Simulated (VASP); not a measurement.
# LiCl (Fm-3m) in VASP: single point with LDA

Aim: the single point of LiCl with LDA.

Program: VASP 6.6.1. These are calculated values, not measurements. Logs are shortened: lines on timing, memory, paths and dates and some standing lists are left out, and cuts for length are marked.

## 1. The cell of the first run

The structure is cubic, space group Fm-3m (No. 225). The conventional cell has a = 5.130 Å, b = 5.130 Å, c = 5.130 Å, α = 90.00°, β = 90.00°, γ = 90.00°. Li (site symmetry m-3m) has 6 Cl at 2.56 Å within 3.4 Å. Cl (site symmetry m-3m) has 6 Li at 2.56 Å within 3.4 Å.

## 2. Single point, LDA

Input file INCAR:

```
SYSTEM = LiCl
PREC     = Accurate       ! precision mode
ENCUT    = 520            ! plane-wave cutoff, eV
EDIFF    = 1E-6           ! SCF threshold, eV
ISMEAR   = -1             ! smearing method
SIGMA    = 0.03           ! smearing width, eV
LREAL    = .False.        ! projectors in reciprocal space
LASPH    = .True.         ! aspherical terms in the spheres
NELM     = 60             ! most SCF steps
ALGO     = Normal         ! electronic algorithm
ISIF     = 2              ! what is computed and relaxed
LWAVE    = .False.        ! write WAVECAR
LCHARG   = .False.        ! write CHGCAR
NBANDS   = 12             ! bands
```

Input file KPOINTS:

```
Automatic mesh
0
Gamma
  9 9 9
  0 0 0
```

Input file POSCAR:

```
LiCl
1.0
    0.0000000000      2.5647600000      2.5647600000
    2.5647600000      0.0000000000      2.5647600000
    2.5647600000      2.5647600000      0.0000000000
Li Cl
1 1
Direct
    0.0000000000      0.0000000000      0.0000000000
    0.5000000000      0.5000000000      0.5000000000
```

Potentials or basis: VASP PAW LDA potentials, release 64 (Li_sv, Cl).

Started as:

```bash
$ cat potpaw_LDA.64/Li_sv/POTCAR potpaw_LDA.64/Cl/POTCAR > POTCAR
$ mpirun -np 1 vasp_std > vasp.out
```

OUTCAR:

```text
SYSTEM = LiCl
   PREC = Accurate
   ENCUT = 520
   EDIFF = 1E-6
   ISMEAR = -1
   LREAL = .False.
   LASPH = .True.
   NELM = 60
   ISIF = 2

 ion  position               nearest neighbor table
   1  0.000  0.000  0.000-   2 2.56   2 2.56   2 2.56   2 2.56   2 2.56   2 2.56
   2  0.500  0.500  0.500-   1 2.56   1 2.56   1 2.56   1 2.56   1 2.56   1 2.56

  LATTYP: Found a face centered cubic cell.
 ALAT       =     5.1295200000

  Lattice vectors:

 A1 = (   0.0000000000,   2.5647600000,   2.5647600000)
 A2 = (   2.5647600000,   0.0000000000,   2.5647600000)
 A3 = (   2.5647600000,   2.5647600000,   0.0000000000)

Analysis of symmetry for initial positions (statically):
=====================================================================
 Subroutine PRICEL returns:
 Original cell was already a primitive cell.

 Routine SETGRP: Setting up the symmetry group for a
 face centered cubic supercell.

 Subroutine GETGRP returns: Found 48 space group operations
 (whereof 48 operations were pure point group operations)
 out of a pool of 48 trial point group operations.

The static configuration has the point symmetry O_h .

Analysis of symmetry for dynamics (positions and initial velocities):
=====================================================================
 Subroutine PRICEL returns:
 Original cell was already a primitive cell.

 Routine SETGRP: Setting up the symmetry group for a
 face centered cubic supercell.

 Subroutine GETGRP returns: Found 48 space group operations
 (whereof 48 operations were pure point group operations)
 out of a pool of 48 trial point group operations.

The dynamic configuration has the point symmetry O_h .

 Subroutine INISYM returns: Found 48 space group operations
 (whereof 48 operations are pure point group operations),
 and found     1 'primitive' translations

----------------------------------------------------------------------------------------

                                     Primitive cell

  volume of cell :      33.7420

  direct lattice vectors                    reciprocal lattice vectors
     0.000000000  2.564760000  2.564760000    -0.194950015  0.194950015  0.194950015
     2.564760000  0.000000000  2.564760000     0.194950015 -0.194950015  0.194950015
     2.564760000  2.564760000  0.000000000     0.194950015  0.194950015 -0.194950015

  length of vectors
     3.627118376  3.627118376  3.627118376     0.337663331  0.337663331  0.337663331

  position of ions in fractional coordinates (direct lattice)
     0.000000000  0.000000000  0.000000000
     0.500000000  0.500000000  0.500000000

  ion indices of the primitive-cell ions
   primitive index   ion index
                 1           1
                 2           2

----------------------------------------------------------------------------------------

 KPOINTS: Automatic mesh

Automatic generation of k-mesh.
 Grid dimensions read from file:
 generate k-points for:    9    9    9

 Generating k-lattice:

  Cartesian coordinates                     Fractional coordinates (reciprocal lattice)
    -0.021661113  0.021661113  0.021661113     0.111111111  0.000000000  0.000000000
     0.021661113 -0.021661113  0.021661113     0.000000000  0.111111111  0.000000000
     0.021661113  0.021661113 -0.021661113     0.000000000  0.000000000  0.111111111

  Length of vectors
     0.037518148  0.037518148  0.037518148

  Shift w.r.t. Gamma in fractional coordinates (k-lattice)
     0.000000000  0.000000000  0.000000000

 Subroutine IBZKPT returns following result:
 ===========================================

 Found     35 irreducible k-points:

 Following reciprocal coordinates:
            Coordinates               Weight
  0.000000  0.000000  0.000000      1.000000
  0.111111  0.000000  0.000000      8.000000
  0.222222  0.000000  0.000000      8.000000
  0.333333  0.000000  0.000000      8.000000
  0.444444  0.000000  0.000000      8.000000
  0.111111  0.111111  0.000000      6.000000
[... 16 lines left out ...]
 -0.333333  0.333333  0.000000     12.000000
  0.444444  0.444444  0.000000      6.000000
 [... further k-points ...]
   k-points           NKPTS =     35   k-points in BZ     NKDIM =     35   number of bands    NBANDS=     12
   number of dos      NEDOS =    301   number of ions     NIONS =      2
   total plane-waves  NPLWV =  21952
   dimension x,y,z NGX =    28 NGY =   28 NGZ =   28
   dimension x,y,z NGXF=    56 NGYF=   56 NGZF=   56
   ions per type =               1   1
   NGX,Y,Z   is equivalent  to a cutoff of  12.83, 12.83, 12.83 a.u.
   NGXF,Y,Z  is equivalent  to a cutoff of  25.67, 25.67, 25.67 a.u.
 SYSTEM =  LiCl
   PREC   = accura    normal or accurate (medium, high low for compatibility)
   ISTART =      0    job   : 0-new  1-cont  2-samecut
   ICHARG =      2    charge: 1-file 2-atom 10-const
   ISPIN  =      1    spin polarized calculation?
   LNONCOLLINEAR =      F non collinear calculations
   LSORBIT =      F    spin-orbit coupling
   LASPH  =      T    aspherical Exc in radial PAW
   ENCUT  =  520.0 eV  38.22 Ry    6.18 a.u.   6.74  6.74  6.74*2*pi/ulx,y,z
   NELM   =     60;   NELMIN=  2; NELMDL= -5     # of ELM steps
   EDIFF  = 0.1E-05   stopping-criterion for ELM
   LREAL  =      F    real-space projection
   EDIFFG = 0.1E-04   stopping-criterion for IOM
   NSW    =      0    number of steps for IOM
   IBRION =     -1    ionic relax: 0-MD 1-quasi-New 2-CG
   NFREE  =      0    steps in history (QN), initial steepest desc. (CG)
   ISIF   =      2    stress and relaxation
   ISYM   =      2    0-nonsym 1-usesym 2-fastsym
   POTIM  = 0.5000    time-step for ionic-motion
   TEBEG  =    0.0;   TEEND  =   0.0 temperature during run
   PSTRESS=    0.0 pullay stress
   NELECT =      10.0000    total number of electrons
   NUPDOWN=      -1.0000    fix difference up-down
   EMIN   =  10.00;   EMAX   =-10.00  energy-range for DOS
   EFERMI =   0.00;   METHOD = LEGACY
   ISMEAR =    -1;   SIGMA  =   0.03  broadening in eV -4-tet -1-fermi 0-gaus
   EFERMI_NEDOS =   21; number of points for ismear=-14 and -15
   IALGO  =     38    algorithm
   IMIX   =      4    mixing-type and parameters
     AMIX     =   0.40;   BMIX     =  1.00
     AMIX_MAG =   1.60;   BMIX_MAG =  1.00
  volume/ion in A,a.u.               =      16.87       113.85
  Fermi-wavevector in a.u.,A,eV,Ry     =   1.091486  2.062609 16.209183  1.191341
  Thomas-Fermi vector in A             =   2.227732
   LORBIT       =      0    0 simple, 1 ext, 2 COOP (PROOUT), +10 PAW based schemes
   GGA     = CA    functional components
   LHFCALC =     F    Hartree Fock is set to
   AEXX    =    0.0000 exact exchange contribution
   IVDW    =     0    specifies the selected vdW correction
   LEPSILON=     F    determine dielectric tensor
   LRPA    =     F    only Hartree local field effects (RPA)
 non-spin polarized calculation
  energy-cutoff  :      520.00
  volume of cell :       33.74
 maximum number of plane-waves:       922
   NGX = 13   NGY = 13   NGZ = 13

 number of electron      10.0000004 magnetization

 Free energy of the ion-electron system (eV)
  ---------------------------------------------------
  ext. energy  EPLUGINS =         0.00000000
  ---------------------------------------------------
  free energy    TOTEN  =        -8.06204349 eV

  energy without entropy =       -8.06204349  energy(sigma->0) =       -8.06204349

 E-fermi :   1.2205     XC(G=0):  -9.1649

 val. band max:        0.4531057028   @ k =   0.0000   0.0000   0.0000
 cond. band min:       6.4580400327   @ k =   0.0000   0.0000   0.0000
 fundamental gap:      6.0049343299
 Fermi energy:         1.2205430049

 k-point     1 :       0.0000    0.0000    0.0000
  band No.  band energies     occupation
      1     -42.0163      2.00000
      2     -12.8728      2.00000
      3       0.4531      2.00000
      4       0.4531      2.00000
      5       0.4531      2.00000
      6       6.4580      0.00000
      7      12.1888      0.00000
      8      12.1888      0.00000
      9      12.1888      0.00000
     10      14.5625      0.00000
     11      14.5625      0.00000
     12      14.5625      0.00000

 k-point     2 :       0.1111    0.0000    0.0000
  band No.  band energies     occupation
      1     -42.0160      2.00000
      2     -12.8110      2.00000
      3       0.0089      2.00000
      4       0.4195      2.00000
      5       0.4195      2.00000
      6       6.8439      0.00000
      7      11.4643      0.00000
      8      12.1273      0.00000
      9      12.1273      0.00000
     10      13.3538      0.00000
     11      13.3538      0.00000
     12      14.9838      0.00000

 k-point     3 :       0.2222    0.0000    0.0000
  band No.  band energies     occupation
      1     -42.0150      2.00000
      2     -12.6471      2.00000
      3      -0.9349      2.00000
      4       0.3386      2.00000
      5       0.3386      2.00000
      6       7.3262      0.00000
      7      11.0540      0.00000
      8      11.1334      0.00000
      9      11.1334      0.00000
     10      13.9098      0.00000
     11      13.9098      0.00000
     12      15.4959      0.00000
[... 286 lines left out ...]
 k-point    23 :      -0.3333    0.3333    0.0000
  band No.  band energies     occupation
      1     -42.0123      2.00000
      2     -12.1026      2.00000
      3      -1.8109      2.00000
      4      -1.6440      2.00000
      5      -0.2148      2.00000
      6       8.2902      0.00000
      7      10.8066      0.00000
      8      11.1168      0.00000
      9      11.1743      0.00000
     10      14.6662      0.00000
     11      16.4255      0.00000
     12      18.5630      0.00000

 k-point    24 :       0.4444    0.4444    0.0000
  band No.  band energies     occupation
      1     -42.0123      2.00000
      2     -12.0596      2.00000
      3      -2.4568      2.00000
      4      -0.6565      2.00000
      5      -0.6565      2.00000
      6       8.1450      0.00000
      7       8.5199      0.00000
      8      12.2719      0.00000
      9      14.0392      0.00000
     10      14.0392      0.00000
     11      17.3479      0.00000
     12      19.2134      0.00000

 [... further k-points ...]

------------------------ aborting loop because EDIFF is reached ----------------------------------------

  FORCE on cell =-STRESS in cart. coord.  units (eV):
  Direction    XX          YY          ZZ          XY          YZ          ZX
  --------------------------------------------------------------------------------------
  -------------------------------------------------------------------------------------
  Total       -0.6962294     -0.6962294     -0.6962294      0.0000000      0.0000000     -0.0000000
  in kB      -33.0592308    -33.0592308    -33.0592308      0.0000000      0.0000000     -0.0000000
  external PRESSURE =     -33.0592308 kB  Pullay stress =       0.0000000 kB

 VOLUME and BASIS-vectors are now :
 -----------------------------------------------------------------------------
  energy-cutoff  :      520.00
  volume of cell :       33.74
      direct lattice vectors                 reciprocal lattice vectors
     0.000000000  2.564760000  2.564760000    -0.194950015  0.194950015  0.194950015
     2.564760000  0.000000000  2.564760000     0.194950015 -0.194950015  0.194950015
     2.564760000  2.564760000  0.000000000     0.194950015  0.194950015 -0.194950015

 POSITION                                       TOTAL-FORCE (eV/Angst)
 -----------------------------------------------------------------------------------
      0.00000      0.00000      0.00000         0.000000      0.000000      0.000000
      2.56476      2.56476      2.56476        -0.000000     -0.000000     -0.000000
 -----------------------------------------------------------------------------------
    total drift:                                0.000000      0.000000      0.000000

  FREE ENERGIE OF THE ION-ELECTRON SYSTEM (eV)
  ---------------------------------------------------
  free  energy   TOTEN  =        -8.0620434937 eV

  energy  without entropy=       -8.0620434937  energy(sigma->0) =       -8.06204349
```

Run time: 5.6 s. Hardware: 1 thread of Intel Xeon 6975P-C (Granite Rapids), shared host; peak memory 0.13 GiB.

Results:

```
Free energy            : -8.0620 eV
Band gap on the k mesh : 6.00 eV
```

Levels at points of the mesh, in eV from the valence-band top:
```
           k point  band 3  band 4  band 5  band 6  band 7  band 8
(0.00, 0.00, 0.00)    0.00    0.00    0.00    6.00   11.74   11.74
```

Caveat: the cutoff is under 1.25 times the usual one of these potentials, so pressure, stress and relaxed cells hold a basis-set (Pulay) error; an odd mesh through Γ misses points on the zone boundary, where band edges can lie. As with any semilocal functional, this LDA gap is likely too small.
